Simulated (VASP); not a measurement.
# Ti (I4/mmm) in VASP: a series of runs, part 2 of 2

VASP 6.6.1. Earlier steps stand in the parts before.

## (3) Single point, LDA

Input file INCAR:

```
PREC     = Accurate       # precision mode
ENCUT    = 520            # plane-wave cutoff, eV
EDIFF    = 1E-7           # SCF threshold, eV
ISMEAR   = 0              # smearing method
SIGMA    = 0.15           # smearing width, eV
LREAL    = F              # projectors in reciprocal space
LASPH    = T              # aspherical terms in the spheres
NELM     = 100            # most SCF steps
ALGO     = Fast           # electronic algorithm
ISIF     = 2              # what is computed and relaxed
LWAVE    = F              # write WAVECAR
LCHARG   = F              # write CHGCAR
NBANDS   = 12             # bands
```

Input file KPOINTS:

```
Automatic mesh
0
Gamma
  22 22 22
```

Input file POSCAR:

```
Ti
1.0
   -1.7323498620      1.7323498620      1.4724973827
    1.7323498620     -1.7323498620      1.4724973827
    1.7323498620      1.7323498620     -1.4724973827
Ti
1
Direct
    0.0000000000      0.0000000000      0.0000000000
```

Potentials or basis: VASP PAW LDA potentials, release 64 (Ti_sv).

Command:

```
cat potpaw_LDA.64/Ti_sv/POTCAR > POTCAR
mpirun -np 1 vasp_std > vasp.out
```

OUTCAR:

```text
PREC = Accurate
   ENCUT = 520
   EDIFF = 1E-7
   ISMEAR = 0
   LREAL = F
   LASPH = T
   NELM = 100
   ISIF = 2

 ion  position               nearest neighbor table
   1  0.000  0.000  0.000-

  LATTYP: Found a body centered tetragonal cell.
 ALAT       =     3.4646997240
 C/A-ratio  =     0.8500000000

  Lattice vectors:

 A1 = (  -1.7323498620,   1.7323498620,   1.4724973827)
 A2 = (   1.7323498620,  -1.7323498620,   1.4724973827)
 A3 = (   1.7323498620,   1.7323498620,  -1.4724973827)

Analysis of symmetry for initial positions (statically):
=====================================================================
 Subroutine PRICEL returns:
 Original cell was already a primitive cell.

 Routine SETGRP: Setting up the symmetry group for a
 body centered tetragonal supercell.

 Subroutine GETGRP returns: Found 16 space group operations
 (whereof 16 operations were pure point group operations)
 out of a pool of 16 trial point group operations.

The static configuration has the point symmetry D_4h.

Analysis of symmetry for dynamics (positions and initial velocities):
=====================================================================
 Subroutine PRICEL returns:
 Original cell was already a primitive cell.

 Routine SETGRP: Setting up the symmetry group for a
 body centered tetragonal supercell.

 Subroutine GETGRP returns: Found 16 space group operations
 (whereof 16 operations were pure point group operations)
 out of a pool of 16 trial point group operations.

The dynamic configuration has the point symmetry D_4h.

 Subroutine INISYM returns: Found 16 space group operations
 (whereof 16 operations are pure point group operations),
 and found     1 'primitive' translations

----------------------------------------------------------------------------------------

                                     Primitive cell

  volume of cell :      17.6761

  direct lattice vectors                    reciprocal lattice vectors
    -1.732349862  1.732349862  1.472497383     0.000000000  0.288625301  0.339559177
     1.732349862 -1.732349862  1.472497383     0.288625301  0.000000000  0.339559177
     1.732349862  1.732349862 -1.472497383     0.288625301  0.288625301  0.000000000

  length of vectors
     2.858377272  2.858377272  2.858377272     0.445651208  0.445651208  0.408177815

  position of ions in fractional coordinates (direct lattice)
     0.000000000  0.000000000  0.000000000

  ion indices of the primitive-cell ions
   primitive index   ion index
                 1           1

----------------------------------------------------------------------------------------

 KPOINTS: Automatic mesh

Automatic generation of k-mesh.
 Grid dimensions read from file:
 generate k-points for:   22   22   22

 Generating k-lattice:

  Cartesian coordinates                     Fractional coordinates (reciprocal lattice)
     0.000000000  0.013119332  0.015434508     0.045454545  0.000000000  0.000000000
     0.013119332  0.000000000  0.015434508     0.000000000  0.045454545  0.000000000
     0.013119332  0.013119332  0.000000000     0.000000000  0.000000000  0.045454545

  Length of vectors
     0.020256873  0.020256873  0.018553537

  Shift w.r.t. Gamma in fractional coordinates (k-lattice)
     0.000000000  0.000000000  0.000000000

 Subroutine IBZKPT returns following result:
 ===========================================

 Found    834 irreducible k-points:

 Following reciprocal coordinates:
            Coordinates               Weight
  0.000000  0.000000  0.000000      1.000000
  0.045455 -0.000000  0.000000      8.000000
  0.090909 -0.000000  0.000000      8.000000
  0.136364 -0.000000  0.000000      8.000000
  0.181818 -0.000000  0.000000      8.000000
  0.227273  0.000000 -0.000000      8.000000
[... 16 lines left out ...]
  0.500000  0.045455  0.000000     16.000000
 -0.454545  0.045455  0.000000     16.000000
 [... further k-points ...]
   k-points           NKPTS =    834   k-points in BZ     NKDIM =    834   number of bands    NBANDS=     12
   number of dos      NEDOS =    301   number of ions     NIONS =      1
   total plane-waves  NPLWV =  13824
   dimension x,y,z NGX =    24 NGY =   24 NGZ =   24
   dimension x,y,z NGXF=    48 NGYF=   48 NGZF=   48
   ions per type =               1
   NGX,Y,Z   is equivalent  to a cutoff of  13.96, 13.96, 13.96 a.u.
   NGXF,Y,Z  is equivalent  to a cutoff of  27.92, 27.92, 27.92 a.u.
 SYSTEM =  unknown system
   PREC   = accura    normal or accurate (medium, high low for compatibility)
   ISTART =      0    job   : 0-new  1-cont  2-samecut
   ICHARG =      2    charge: 1-file 2-atom 10-const
   ISPIN  =      1    spin polarized calculation?
   LNONCOLLINEAR =      F non collinear calculations
   LSORBIT =      F    spin-orbit coupling
   LASPH  =      T    aspherical Exc in radial PAW
   ENCUT  =  520.0 eV  38.22 Ry    6.18 a.u.   5.31  5.31  5.31*2*pi/ulx,y,z
   NELM   =    100;   NELMIN=  2; NELMDL= -5     # of ELM steps
   EDIFF  = 0.1E-06   stopping-criterion for ELM
   LREAL  =      F    real-space projection
   EDIFFG = 0.1E-05   stopping-criterion for IOM
   NSW    =      0    number of steps for IOM
   IBRION =     -1    ionic relax: 0-MD 1-quasi-New 2-CG
   NFREE  =      0    steps in history (QN), initial steepest desc. (CG)
   ISIF   =      2    stress and relaxation
   ISYM   =      2    0-nonsym 1-usesym 2-fastsym
   POTIM  = 0.5000    time-step for ionic-motion
   TEBEG  =    0.0;   TEEND  =   0.0 temperature during run
   PSTRESS=    0.0 pullay stress
   NELECT =      12.0000    total number of electrons
   NUPDOWN=      -1.0000    fix difference up-down
   EMIN   =  10.00;   EMAX   =-10.00  energy-range for DOS
   EFERMI =   0.00;   METHOD = LEGACY
   ISMEAR =     0;   SIGMA  =   0.15  broadening in eV -4-tet -1-fermi 0-gaus
   EFERMI_NEDOS =   21; number of points for ismear=-14 and -15
   IALGO  =     68    algorithm
   IMIX   =      4    mixing-type and parameters
     AMIX     =   0.40;   BMIX     =  1.00
     AMIX_MAG =   1.60;   BMIX_MAG =  1.00
  volume/ion in A,a.u.               =      17.68       119.28
  Fermi-wavevector in a.u.,A,eV,Ry     =   1.438821  2.718977 28.166848  2.070205
  Thomas-Fermi vector in A             =   2.557745
   LORBIT       =      0    0 simple, 1 ext, 2 COOP (PROOUT), +10 PAW based schemes
   GGA     = CA    functional components
   LHFCALC =     F    Hartree Fock is set to
   AEXX    =    0.0000 exact exchange contribution
   IVDW    =     0    specifies the selected vdW correction
   LEPSILON=     F    determine dielectric tensor
   LRPA    =     F    only Hartree local field effects (RPA)
 non-spin polarized calculation
 RMM-DIIS sequential band-by-band and
 Gauss-broadening in eV      SIGMA  =   0.15
  energy-cutoff  :      520.00
  volume of cell :       17.68
 maximum number of plane-waves:       497
 NGX is ok and might be reduce to    24
   NGX = 11   NGY = 11   NGZ = 11

 number of electron      12.0000003 magnetization

 Free energy of the ion-electron system (eV)
  ---------------------------------------------------
  ext. energy  EPLUGINS =         0.00000000
  ---------------------------------------------------
  free energy    TOTEN  =        -8.42213561 eV

  energy without entropy =       -8.39877485  energy(sigma->0) =       -8.41045523

 E-fermi :   7.7076     XC(G=0): -11.6916

 val. band max:        7.7069901775   @ k =  -0.2273  -0.4545   0.1364
 cond. band min:       7.7080083823   @ k =  -0.2727   0.2727   0.0000
 fundamental gap:      0.0010182048
 Fermi energy:         7.7075969452

 k-point     1 :       0.0000    0.0000    0.0000
  band No.  band energies     occupation
      1     -48.2083      2.00000
      2     -24.4601      2.00000
      3     -24.4601      2.00000
      4     -24.4294      2.00000
      5       1.8321      2.00000
      6       7.8910      0.08379
      7       9.1381      0.00000
      8       9.1381      0.00000
      9       9.4404      0.00000
     10      10.8474      0.00000
     11      24.0709      0.00000
     12      24.0709      0.00000
[... 331 lines left out ...]
 k-point    24 :      -0.4545    0.0455    0.0000
  band No.  band energies     occupation
      1     -48.0702      2.00000
      2     -25.0840      2.00000
      3     -24.6646      2.00000
      4     -24.5170      2.00000
      5       5.2681      2.00000
      6       6.9529      2.00000
      7       8.8676      0.00000
      8      10.2305      0.00000
      9      11.1638      0.00000
     10      11.6441      0.00000
     11      17.4457      0.00000
     12      20.7433      0.00000

 [... further k-points ...]
[... 5 lines left out ...]
  --------------------------------------------------------------------------------------
  -------------------------------------------------------------------------------------
  Total       -1.2031574     -1.2031574     -1.1762631      0.0000000      0.0000000     -0.0000000
  in kB     -109.0554343   -109.0554343   -106.6176987      0.0000000      0.0000000     -0.0000000
  external PRESSURE =    -108.2428558 kB  Pullay stress =       0.0000000 kB

 VOLUME and BASIS-vectors are now :
 -----------------------------------------------------------------------------
  energy-cutoff  :      520.00
  volume of cell :       17.68
      direct lattice vectors                 reciprocal lattice vectors
    -1.732349862  1.732349862  1.472497383     0.000000000  0.288625301  0.339559177
     1.732349862 -1.732349862  1.472497383     0.288625301  0.000000000  0.339559177
     1.732349862  1.732349862 -1.472497383     0.288625301  0.288625301  0.000000000

 POSITION                                       TOTAL-FORCE (eV/Angst)
 -----------------------------------------------------------------------------------
      0.00000      0.00000      0.00000         0.000000      0.000000      0.000000
 -----------------------------------------------------------------------------------
    total drift:                                0.000000      0.000000     -0.000000

  FREE ENERGIE OF THE ION-ELECTRON SYSTEM (eV)
  ---------------------------------------------------
  free  energy   TOTEN  =        -8.4221356095 eV

  energy  without entropy=       -8.3987748518  energy(sigma->0) =       -8.41045523
```

Wall time 3 min (1 thread of Intel Xeon 6975P-C (Granite Rapids), shared host); peak memory 0.27 GiB.

What came out:

- Free energy: -8.4221 eV
- Pressure: -10.8 GPa
- Band gap on the k mesh: zero (band 6 reaches 8.50 eV, above the bottom of band 7 at 7.13 eV)

Levels at points of the mesh, in eV from the Fermi level:
| k point | band 3 | band 4 | band 5 | band 6 | band 7 | band 8 | band 9 | band 10 |
| --- | --- | --- | --- | --- | --- | --- | --- | --- |
| (0.00, 0.00, 0.00) | -32.17 | -32.14 | -5.88 | 0.18 | 1.43 | 1.43 | 1.73 | 3.14 |
| (0.50, 0.00, 0.00) | -32.38 | -32.22 | -2.43 | -0.84 | 1.63 | 2.49 | 3.64 | 4.04 |
| (0.50, 0.50, 0.00) | -32.28 | -32.13 | -2.48 | 0.48 | 0.58 | 1.64 | 2.57 | 4.00 |
| (0.50, 0.50, 0.50) | -32.66 | -32.44 | -2.26 | -1.92 | 3.71 | 3.71 | 3.98 | 6.76 |

## (4) Single point, LDA

Input file INCAR:

```
SYSTEM = Ti
  ALGO = Fast
  EDIFF = 1E-6
  ENCUT = 520
  GGA = CA
  ISIF = 2
  ISMEAR = 0
  LASPH = .TRUE.
  LCHARG = .TRUE.
  LELF = .TRUE.
  LREAL = .FALSE.
  LVHAR = .TRUE.
  LWAVE = .FALSE.
  NBANDS = 12
  NELM = 100
  PREC = Accurate
  SIGMA = 0.15
```

Input file KPOINTS:

```
k-points
0
G
  22 22 22
  0 0 0
```

Input file POSCAR:

```
Ti
1.0
   -1.5442401234      1.5442401234      1.8530881481
    1.5442401234     -1.5442401234      1.8530881481
    1.5442401234      1.5442401234     -1.8530881481
Ti
1
Direct
    0.0000000000      0.0000000000      0.0000000000
```

Potentials or basis: VASP PAW LDA potentials, release 64 (Ti_sv).

Command:

```
cat potpaw_LDA.64/Ti_sv/POTCAR > POTCAR
mpirun -np 1 vasp_std > vasp.out
```

OUTCAR:

```text
SYSTEM = Ti
   EDIFF = 1E-6
   ENCUT = 520
   GGA = CA
   ISIF = 2
   ISMEAR = 0
   LASPH = .TRUE.
   LREAL = .FALSE.
   NELM = 100
   PREC = Accurate

 ion  position               nearest neighbor table
   1  0.000  0.000  0.000-

  LATTYP: Found a body centered tetragonal cell.
 ALAT       =     3.0884802468
 C/A-ratio  =     1.2000000000

  Lattice vectors:

 A1 = (  -1.5442401234,   1.5442401234,   1.8530881481)
 A2 = (   1.5442401234,  -1.5442401234,   1.8530881481)
 A3 = (   1.5442401234,   1.5442401234,  -1.8530881481)

Analysis of symmetry for initial positions (statically):
=====================================================================
 Subroutine PRICEL returns:
 Original cell was already a primitive cell.

 Routine SETGRP: Setting up the symmetry group for a
 body centered tetragonal supercell.

 Subroutine GETGRP returns: Found 16 space group operations
 (whereof 16 operations were pure point group operations)
 out of a pool of 16 trial point group operations.

The static configuration has the point symmetry D_4h.

Analysis of symmetry for dynamics (positions and initial velocities):
[... 162 lines left out ...]
 cond. band min:       7.7415377201   @ k =   0.3182   0.3182   0.0909
 fundamental gap:      0.0027207493
 Fermi energy:         7.7401355226

 k-point     1 :       0.0000    0.0000    0.0000
  band No.  band energies     occupation
      1     -48.2409      2.00000
      2     -24.4921      2.00000
      3     -24.4921      2.00000
      4     -24.4784      2.00000
      5       1.8254      2.00000
      6       8.3901      0.00000
      7       8.3901      0.00000
      8       9.4332      0.00000
      9       9.4752      0.00000
     10      10.6328      0.00000
     11      23.4851      0.00000
     12      26.1816      0.00000
[... 331 lines left out ...]
 k-point    24 :      -0.4545    0.0455    0.0000
  band No.  band energies     occupation
      1     -48.1214      2.00000
      2     -25.1169      2.00000
      3     -24.6434      2.00000
      4     -24.5091      2.00000
      5       5.2245      2.00000
      6       7.8539      0.28357
      7       8.2681      0.00000
      8       9.3767      0.00000
      9      10.9235      0.00000
     10      11.4891      0.00000
     11      16.3615      0.00000
     12      21.9550      0.00000

 [... further k-points ...]
[... 5 lines left out ...]
  --------------------------------------------------------------------------------------
  -------------------------------------------------------------------------------------
  Total       -1.2482489     -1.2482489     -0.9248097      0.0000000      0.0000000      0.0000000
  in kB     -113.1425724   -113.1425724    -83.8257078      0.0000000      0.0000000      0.0000000
  external PRESSURE =    -103.3702842 kB  Pullay stress =       0.0000000 kB

 VOLUME and BASIS-vectors are now :
 -----------------------------------------------------------------------------
  energy-cutoff  :      520.00
  volume of cell :       17.68
      direct lattice vectors                 reciprocal lattice vectors
    -1.544240123  1.544240123  1.853088148     0.000000000  0.323783842  0.269819868
     1.544240123 -1.544240123  1.853088148     0.323783842  0.000000000  0.269819868
     1.544240123  1.544240123 -1.853088148     0.323783842  0.323783842  0.000000000

 POSITION                                       TOTAL-FORCE (eV/Angst)
 -----------------------------------------------------------------------------------
      0.00000      0.00000      0.00000        -0.000000     -0.000000      0.000000
 -----------------------------------------------------------------------------------
    total drift:                                0.000000      0.000000      0.000000

  FREE ENERGIE OF THE ION-ELECTRON SYSTEM (eV)
  ---------------------------------------------------
  free  energy   TOTEN  =        -8.4273369820 eV

  energy  without entropy=       -8.4010022363  energy(sigma->0) =       -8.41416961
```

stdout:

```text
POSCAR found type information on POSCAR Ti
 POSCAR found :  1 types and       1 ions
 scaLAPACK will be used
 LDA part: xc-table for (Slater(with rela. corr.)+CA(PZ))
 , standard interpolation
 POSCAR, INCAR and KPOINTS ok, starting setup
 FFT: planning ... GRIDC
 FFT: planning ... GRID_SOFT
 FFT: planning ... GRID
 WAVECAR not read
 entering main loop
WARNING in EDDRMM: call to ZHEGV failed, returncode =   6  3      5
WARNING in EDDRMM: call to ZHEGV failed, returncode =   6  3      7
WARNING in EDDRMM: call to ZHEGV failed, returncode =   8  4      6
WARNING in EDDRMM: call to ZHEGV failed, returncode =   6  3      9
WARNING in EDDRMM: call to ZHEGV failed, returncode =   6  3     10
WARNING in EDDRMM: call to ZHEGV failed, returncode =   6  3      8
WARNING in EDDRMM: call to ZHEGV failed, returncode =   6  3     10
WARNING in EDDRMM: call to ZHEGV failed, returncode =   6  3      6
WARNING in EDDRMM: call to ZHEGV failed, returncode =   8  4     11
WARNING in EDDRMM: call to ZHEGV failed, returncode =   6  3      8
WARNING in EDDRMM: call to ZHEGV failed, returncode =   8  4     11
WARNING in EDDRMM: call to ZHEGV failed, returncode =   6  3      5
WARNING in EDDRMM: call to ZHEGV failed, returncode =   6  3     10
WARNING in EDDRMM: call to ZHEGV failed, returncode =   6  3     10
```

It took 2.1 min on 1 thread of Intel Xeon 6975P-C (Granite Rapids), shared host; peak memory 0.28 GiB.

What came out:

| Property | Result |
| --- | --- |
| Free energy | -8.4273 eV |
| Pressure | -10.3 GPa |
| Band gap on the k mesh | zero (band 6 reaches 8.66 eV, above the bottom of band 7 at 7.14 eV) |

Levels at points of the mesh, in eV from the Fermi level:
| k point | band 3 | band 4 | band 5 | band 6 | band 7 | band 8 | band 9 | band 10 |
| --- | --- | --- | --- | --- | --- | --- | --- | --- |
| (0.00, 0.00, 0.00) | -32.23 | -32.22 | -5.91 | 0.65 | 0.65 | 1.69 | 1.74 | 2.89 |
| (0.50, 0.00, 0.00) | -32.39 | -32.24 | -2.49 | 0.09 | 0.83 | 1.58 | 3.19 | 3.84 |
| (0.50, 0.50, 0.00) | -32.47 | -32.33 | -2.49 | -1.31 | 1.98 | 3.30 | 3.35 | 4.10 |
| (0.50, 0.50, 0.50) | -32.58 | -32.58 | -2.35 | -1.87 | 3.53 | 3.82 | 3.82 | 5.11 |

## (5) Single point, LDA

Input file INCAR:

```
SYSTEM = Ti
PREC = Accurate
ENCUT = 520
EDIFF = 1E-6
ISMEAR = 0
SIGMA = 0.15
LREAL = .False.
LASPH = .True.
NELM = 60
ALGO = Fast
ISIF = 2
LWAVE = .False.
LCHARG = .True.
LELF = .True.
LVHAR = .True.
NBANDS = 12
```

Input file KPOINTS:

```
Automatic mesh
0
Gamma
  22 22 22
  0 0 0
```

Input file POSCAR:

```
Ti
1.0
   -1.7826950017      1.7826950017      1.3905021013
    1.7826950017     -1.7826950017      1.3905021013
    1.7826950017      1.7826950017     -1.3905021013
Ti
1
Direct
    0.0000000000      0.0000000000      0.0000000000
```

Command:

```
cat potpaw_LDA.64/Ti_sv/POTCAR > POTCAR
mpirun -np 1 vasp_std > vasp.out
```

Wall time 2 min (1 thread of Intel Xeon 6975P-C (Granite Rapids), shared host); peak memory 0.27 GiB.

It converged, with:

- Free energy: -8.4066 eV
- Pressure: -10.8 GPa
- Band gap on the k mesh: zero (band 6 reaches 8.29 eV, above the bottom of band 7 at 7.34 eV)

Stress tensor (GPa, compression positive):
```
-12.39   0.00   0.00
  0.00 -12.39   0.00
  0.00   0.00  -7.60
```

Levels at points of the mesh, in eV from the Fermi level:
```
           k point  band 2  band 3  band 4  band 5  band 6  band 7  band 8  band 9  band 10  band 11
(0.00, 0.00, 0.00)  -32.16  -32.16  -32.07   -5.87   -0.13    1.13    1.86    1.86     3.30    15.78
(0.50, 0.00, 0.00)  -32.87  -32.34  -32.25   -2.39   -0.98    2.00    2.41    3.90     3.98     9.44
(0.50, 0.50, 0.00)  -32.79  -32.18  -32.12   -2.52    0.17    1.09    1.22    2.39     4.00     7.46
(0.50, 0.50, 0.50)  -32.66  -32.66  -32.30   -2.33   -1.88    3.77    3.77    4.08     6.04     6.04
```

## (6) Summary

| cell | further INCAR settings | gap on the mesh (eV) | pressure (GPa) |
| --- | --- | --- | --- |
| a = 2.912 Å, angles 101.5, 101.5, 126.9°, 1 atom | ALGO = Fast; EDIFF = 1e-06; NBANDS = 12 | none | -10.4 |
| a = 2.858 Å, angles 105.4, 105.4, 118.0°, 1 atom | ALGO = Fast; EDIFF = 1e-07; NBANDS = 12 | none | -10.8 |
| a = 2.864 Å, angles 114.7, 114.7, 99.4°, 1 atom | ALGO = Fast; EDIFF = 1e-06; NBANDS = 12 | none | -10.3 |
| a = 2.879 Å, angles 103.5, 103.5, 122.2°, 1 atom | ALGO = Fast; EDIFF = 1e-06; NBANDS = 12 | none | -10.8 |

Alike in all rows: task single point; level LDA; potentials or basis VASP PAW LDA potentials, release 64 (Ti_sv); no spin polarisation; k mesh 22 × 22 × 22; cutoff (eV) 520; smearing gaussian 0.15 eV.

Absolute energies hang on the potentials; compare differences alone.
